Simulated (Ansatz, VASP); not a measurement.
## Two plane-wave programs on NaCd4P3

The input INCAR:

```
PREC = Accurate ; ENCUT = 520
EDIFF = 1E-7 ; ISMEAR = -4
SIGMA = 0.1 ; LREAL = F
LASPH = T ; NELM = 80
ALGO = Normal ; ISIF = 2
LWAVE = F ; LCHARG = F
GGA = PE ; NBANDS = 45
```

Contents of KPOINTS:

```
Automatic mesh
0
Gamma
  5 5 5
```

The input POSCAR:

```
NaCd4P3
1.0
    2.1701990000      3.7588880000      0.0000000000
   -2.1701990000      3.7588880000      0.0000000000
    0.0000000000     -2.5059250000     10.9391740000
Na Cd P
1 4 3
Direct
    0.5000000000      0.5000000000      0.5000000000
    0.0956800000      0.0956800000      0.2870400000
    0.9043200000      0.9043200000      0.7129600000
    0.2990800000      0.2990800000      0.8972400000
    0.7009200000      0.7009200000      0.1027600000
    0.2205300000      0.2205300000      0.6615900000
    0.7794700000      0.7794700000      0.3384100000
    0.0000000000      0.0000000000      0.0000000000
```

Input for Ansatz:

```yaml
crystal:
  lattice:
    - [2.170199, 3.758888, 0.0]
    - [-2.170199, 3.758888, 0.0]
    - [0.0, -2.505925, 10.939174]
  atoms:
    - { symbol: Na, position: [0.5, 0.5, 0.5] }
    - { symbol: Cd, position: [0.09568, 0.09568, 0.28704] }
    - { symbol: Cd, position: [0.90432, 0.90432, 0.71296] }
    - { symbol: Cd, position: [0.29908, 0.29908, 0.89724] }
    - { symbol: Cd, position: [0.70092, 0.70092, 0.10276] }
    - { symbol: P, position: [0.22053, 0.22053, 0.66159] }
    - { symbol: P, position: [0.77947, 0.77947, 0.33841] }
    - { symbol: P, position: [0.0, 0.0, 0.0] }
  symmetry: { tolerance: 0.0003 }
kpoints:
  mp_grid: { grid: [5, 5, 5], shift: [0, 0, 0] }
magnetization:
  spin_polarized: false
scf:
  occupations: { method: tetrahedron_uncorrected }
hamiltonian:
  pseudopotentials: { kind: paw }
  xc: pbe
basis:
  ecutwfc: 420
output:
  forces: true
  stress: true
  eigenvalues: true
```

Alike in both runs: task single point; functional PBE; k mesh 5 × 5 × 5; no spin polarisation.

|  | VASP | Ansatz |
| --- | --- | --- |
| version | VASP 6.6.1 | Ansatz 0.2.0 |
| potentials or method | VASP PAW PBE potentials, release 64 (Na_pv, Cd, P), cutoff 520 eV | PAW plane waves |
| occupations | tetrahedron | tetrahedron-uncorrected |
| valence electrons in the cell | 70 | 104 |

VASP gave:

```
gap on the k mesh at the Fermi level (eV)                     : none
pressure (GPa)                                                : 2.3
traceless stress, the component that is largest in VASP (GPa) : 0.15
rms of the force components (eV/Å)                            : 0.048
```

Task: What did Ansatz give for the same quantities?

Result: gap on the k mesh at the Fermi level (eV): none; pressure (GPa): 2.1; traceless stress, the component that is largest in VASP (GPa): 0.18; rms of the force components (eV/Å): 0.044.

Atom by atom the forces differ by 0.012 eV/Å (rms over components). A gap of «none» marks a metal or a gap that the smearing closes. VASP's potentials hold 70 valence electrons a cell and Ansatz's 104, so a difference there can come from the potentials and not from the codes. Ansatz's warnings: band table not solved further, structure snapped to symmetry.
